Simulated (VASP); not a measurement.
Set up this calculation in VASP 6.6.1, as the native input.

```
Task                   : relaxation of cell and atoms
Functional             : PBE
Potentials or basis    : VASP PAW PBE potentials, release 64 (Zn, O)
Cutoff                 : 600 eV
k mesh                 : 4 × 4 × 4
Occupations            : gaussian, width 0.2 eV
Spin                   : no spin polarisation
Dipole correction      : no
Further INCAR settings : ALGO = Normal; EDIFF = 1e-07; IBRION = 2; EDIFFG = -0.08; NSW = 36; ISIF = 3
```

The structure of Zn6O lies in POSCAR:

```
Zn6O
1.0
    2.3257987600      1.3428005400      5.8634715700
   -2.3257987600      1.3428005400      5.8634715700
    0.0000000000     -2.6856010900      5.8634715700
Zn O
6 1
Direct
    0.8590153800      0.8590153800      0.8590153800
    0.1409846200      0.1409846200      0.1409846200
    0.5000000000      0.5000000000      0.0000000000
    0.0000000000      0.5000000000      0.5000000000
    0.5000000000      0.0000000000      0.5000000000
    0.5000000000      0.5000000000      0.5000000000
    0.0000000000      0.0000000000      0.0000000000
```

The cell was generated, and may not be a known phase.

One way to write it, as run:

INCAR

```
SYSTEM = Zn6O
PREC = Accurate
ENCUT = 600
EDIFF = 1E-7
ISMEAR = 0
SIGMA = 0.2
LREAL = .False.
LASPH = .True.
NELM = 80
ALGO = Normal
ISIF = 3
LWAVE = .False.
LCHARG = .False.
GGA = PE
IBRION = 2
NSW = 36
EDIFFG = -0.08
```

KPOINTS

```
regular mesh
0
Gamma
  4 4 4
  0 0 0
```

Potentials or basis: VASP PAW PBE potentials, release 64 (Zn, O).

The run is started by

```console
$ cat potpaw_PBE.64/Zn/POTCAR potpaw_PBE.64/O/POTCAR > POTCAR
$ mpirun -np 1 vasp_std > vasp.out
```

It gave:

The relaxed volume is 14.52 Å³/atom, the relaxed cell is a = 5.205 Å, b = 5.205 Å, c = 5.205 Å, α = 60.86°, β = 60.86°, γ = 60.86° and the space group after relaxing (to 0.1 Å) is R-3m (No. 166). The energy gained by relaxing is 217.8 meV/atom. The ionic steps are 14 and the pressure after relaxing is 0.0 GPa. The largest force after relaxing is 0.032 eV/Å. The band gap on the k mesh is zero (bands 39 and 40 overlap by 0.62 eV).

Caveat: the k points lie up to 0.37 Å⁻¹ apart in the final cell, too coarse for converged energies and pressures of a metal; semilocal functionals underestimate gaps, and a narrow one can read as zero; a cell axis changed by over 15 % at a fixed basis, so the end point is rough.

Run time: 64 min on 1 thread of AMD EPYC 7R13, with other jobs on the host, peak memory 0.42 GiB.
